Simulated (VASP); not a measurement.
# TePd (P6_3/mmc) in VASP: single point with LDA+U

Aim: the single point of TePd with LDA+U.

Everything below comes from runs of VASP 6.6.1. Logs are shortened: lines on timing, memory, paths and dates and some standing lists are left out, and cuts for length are marked.

## 1. The cell of the first run

The structure is hexagonal, space group P6_3/mmc (No. 194). Conventional cell: a = 4.152 Å, b = 4.152 Å, c = 5.672 Å, α = 90.00°, β = 90.00°, γ = 120.00°. Te (site symmetry -6m2) has 6 Pd at 2.79 Å and 6 Te at 3.71 Å within 3.8 Å. Within 3.7 Å of Pd (site symmetry -3m) lie 6 Te at 2.79 Å and 2 Pd at 2.84 Å.

## 2. Single point, LDA+U, collinear spin, zero start

Input file INCAR:

```
PREC = Accurate
ENCUT = 520
EDIFF = 1E-6
ISMEAR = 0
SIGMA = 0.05
LREAL = False
LASPH = True
NELM = 150
ALGO = Normal
ISIF = 2
LWAVE = False
LCHARG = False
ISPIN = 2
MAGMOM = 0 0 0 0
LORBIT = 11
LMAXMIX = 4
LDAU = True
LDAUTYPE = 2
LDAUL = -1 2
LDAUU = 0 1
LDAUJ = 0 0
LDAUPRINT = 1
GGA = CA
NBANDS = 28
```

Input file KPOINTS:

```
regular mesh
0
Gamma
  5 5 4
```

Input file POSCAR:

```
TePd
1.0
    4.1520974300      0.0000000000      0.0000000000
   -2.0760487100      3.5958218500      0.0000000000
    0.0000000000      0.0000000000      5.6718989000
Te Pd
2 2
Direct
    0.3333333333      0.6666666667      0.2500000000
    0.6666666667      0.3333333333      0.7500000000
    0.0000000000      0.0000000000      0.0000000000
    0.0000000000      0.0000000000      0.5000000000
```

Potentials or basis: VASP PAW LDA potentials, release 64 (Te, Pd).

On the command line:

```bash
$ cat potpaw_LDA.64/Te/POTCAR potpaw_LDA.64/Pd/POTCAR > POTCAR
$ mpirun -np 1 vasp_std > vasp.out
```

OUTCAR:

```text
PREC = Accurate
   ENCUT = 520
   EDIFF = 1E-6
   ISMEAR = 0
   LREAL = False
   LASPH = True
   NELM = 150
   ISIF = 2
   ISPIN = 2
   LORBIT = 11
   GGA = CA

 ion  position               nearest neighbor table
   1  0.333  0.667  0.250-   3 2.79   4 2.79   3 2.79   4 2.79   3 2.79   4 2.79
   2  0.667  0.333  0.750-   3 2.79   4 2.79   3 2.79   4 2.79   3 2.79   4 2.79
   3  0.000  0.000  0.000-   1 2.79   2 2.79   1 2.79   2 2.79   2 2.79   1 2.79   4 2.84   4 2.84

   4  0.000  0.000  0.500-   1 2.79   2 2.79   1 2.79   2 2.79   2 2.79   1 2.79   3 2.84   3 2.84

  LATTYP: Found a hexagonal cell.
 ALAT       =     4.1520974300
 C/A-ratio  =     1.3660322272

  Lattice vectors:

 A1 = (   4.1520974300,   0.0000000000,   0.0000000000)
 A2 = (  -2.0760487100,   3.5958218500,   0.0000000000)
 A3 = (   0.0000000000,   0.0000000000,   5.6718989000)

Analysis of symmetry for initial positions (statically):
=====================================================================
 Subroutine PRICEL returns:
 Original cell was already a primitive cell.

 Routine SETGRP: Setting up the symmetry group for a
 hexagonal supercell.

 Subroutine GETGRP returns: Found 24 space group operations
 (whereof 12 operations were pure point group operations)
 out of a pool of 24 trial point group operations.

The static configuration has the point symmetry D_3d.
 The point group associated with its full space group is D_6h.

Analysis of symmetry for dynamics (positions and initial velocities):
=====================================================================
 Subroutine PRICEL returns:
 Original cell was already a primitive cell.

 Routine SETGRP: Setting up the symmetry group for a
 hexagonal supercell.

 Subroutine GETGRP returns: Found 24 space group operations
 (whereof 12 operations were pure point group operations)
 out of a pool of 24 trial point group operations.

The dynamic configuration has the point symmetry D_3d.
 The point group associated with its full space group is D_6h.

Analysis of structural, dynamic, and magnetic symmetry:
=====================================================================
 Subroutine PRICEL returns:
 Original cell was already a primitive cell.

[... 209 lines left out ...]
  o =  0.9099  v =  0.0000  0.0000  0.0000  0.0000  0.0000  0.6473 -0.3194 -0.0000 -0.6003  0.3444      0.0000  0.0000  0.0000  0.0000  0.0000  0.0000  0.0000  0.0000  0.0000  0.0000
  o =  0.9099  v =  0.3444  0.6003  0.0000 -0.3194 -0.6473  0.0000  0.0000  0.0000  0.0000  0.0000      0.0000  0.0000  0.0000  0.0000  0.0000  0.0000  0.0000  0.0000  0.0000  0.0000
  o =  0.9099  v =  0.6473 -0.3194 -0.0000 -0.6003  0.3444  0.0000  0.0000  0.0000  0.0000  0.0000      0.0000  0.0000  0.0000  0.0000  0.0000  0.0000  0.0000  0.0000  0.0000  0.0000

 number of electron      31.9999995 magnetization       0.0000002

 Free energy of the ion-electron system (eV)
  ---------------------------------------------------
  ext. energy  EPLUGINS =         0.00000000
  ---------------------------------------------------
  free energy    TOTEN  =       -20.98391976 eV

  energy without entropy =      -20.98076656  energy(sigma->0) =      -20.98234316

 E-fermi :   8.9630     XC(G=0): -11.3540

 val. band max:        8.9319020590   @ k =   0.2000   0.2000   0.2500
 cond. band min:       9.1135242913   @ k =   0.4000   0.2000   0.2500
 fundamental gap:      0.1816222323
 Fermi energy:         8.9630129048

 spin component 1

 k-point     1 :       0.0000    0.0000    0.0000
  band No.  band energies     occupation
      1      -4.4691      1.00000
      2      -2.1160      1.00000
      3       2.4791      1.00000
      4       3.4700      1.00000
      5       3.4700      1.00000
      6       4.3294      1.00000
[... 454 lines left out ...]
     27      19.5522      0.00000
     28      19.5522      0.00000
 Fermi energy:         8.9630129048

 spin component 2

 k-point     1 :       0.0000    0.0000    0.0000
  band No.  band energies     occupation
      1      -4.4691      1.00000
      2      -2.1160      1.00000
      3       2.4791      1.00000
      4       3.4700      1.00000
      5       3.4700      1.00000
      6       4.3294      1.00000
[... 454 lines left out ...]
     27      19.5522      0.00000
     28      19.5522      0.00000

------------------------ aborting loop because EDIFF is reached ----------------------------------------

  FORCE on cell =-STRESS in cart. coord.  units (eV):
  Direction    XX          YY          ZZ          XY          YZ          ZX
  --------------------------------------------------------------------------------------
  -------------------------------------------------------------------------------------
  Total       -2.2490053     -2.2490053     -2.7609763     -0.0000000      0.0000000      0.0000000
  in kB      -42.5507169    -42.5507168    -52.2371014     -0.0000001      0.0000000      0.0000000
  external PRESSURE =     -45.7795117 kB  Pullay stress =       0.0000000 kB

 VOLUME and BASIS-vectors are now :
 -----------------------------------------------------------------------------
  energy-cutoff  :      520.00
  volume of cell :       84.68
      direct lattice vectors                 reciprocal lattice vectors
     4.152097430  0.000000000  0.000000000     0.240842133  0.139050270  0.000000000
    -2.076048710  3.595821850  0.000000000     0.000000000  0.278100540  0.000000000
     0.000000000  0.000000000  5.671898900     0.000000000  0.000000000  0.176307797

 POSITION                                       TOTAL-FORCE (eV/Angst)
 -----------------------------------------------------------------------------------
      0.00000      2.39721      1.41797        -0.000000     -0.000000      0.000000
      2.07605      1.19861      4.25392         0.000000      0.000000      0.000000
      0.00000      0.00000      0.00000        -0.000000      0.000000      0.000000
      0.00000      0.00000      2.83595        -0.000000      0.000000      0.000000
 -----------------------------------------------------------------------------------
    total drift:                                0.000000     -0.000000      0.000000

  FREE ENERGIE OF THE ION-ELECTRON SYSTEM (eV)
  ---------------------------------------------------
  free  energy   TOTEN  =       -20.9839197560 eV

  energy  without entropy=      -20.9807665631  energy(sigma->0) =      -20.98234316

 total charge

# of ion       s       p       d       tot
------------------------------------------
    1        1.401   1.836   0.080   3.316
    2        1.401   1.836   0.080   3.316
    3        0.427   0.459   8.698   9.584
    4        0.427   0.459   8.698   9.584
--------------------------------------------------
tot          3.654   4.590  17.556  25.800

 magnetization (x)

# of ion       s       p       d       tot
------------------------------------------
    1        0.000   0.000  -0.000   0.000
    2        0.000   0.000  -0.000   0.000
    3       -0.000  -0.000   0.000  -0.000
    4       -0.000  -0.000   0.000  -0.000
--------------------------------------------------
tot          0.000   0.000   0.000   0.000
```

Wall time 48 s (1 thread of Intel Xeon Platinum 8375C at 2.90GHz (Ice Lake), shared host); peak memory 0.21 GiB.

Results:

```yaml
Free_energy: -20.9839 eV
Pressure: -4.6 GPa
Band_gap_on_the_k_mesh: zero (filled and empty bands overlap)
Net_moment: 0.00 μB per cell
Valence_electrons_inside_the_program's_atomic_spheres: Te 3.32; Pd 9.58
```

Stress tensor (GPa, compression positive):
```
-4.26  0.00  0.00
 0.00 -4.26  0.00
 0.00  0.00 -5.22
```

Eigenvalues of the final occupation matrices:
| site | spin | trace | eigenvalues |
| --- | --- | --- | --- |
| site 3 d | 1 | 4.37 | 0.83 0.83 0.90 0.91 0.91 |
| site 3 d | 2 | 4.37 | 0.83 0.83 0.90 0.91 0.91 |
| site 4 d | 1 | 4.37 | 0.83 0.83 0.90 0.91 0.91 |
| site 4 d | 2 | 4.37 | 0.83 0.83 0.90 0.91 0.91 |

Caveat: the cell stands under tension; spin-orbit coupling is left out, which moves the levels of the heavy elements; the U is typed as a test and isn't derived for this compound.
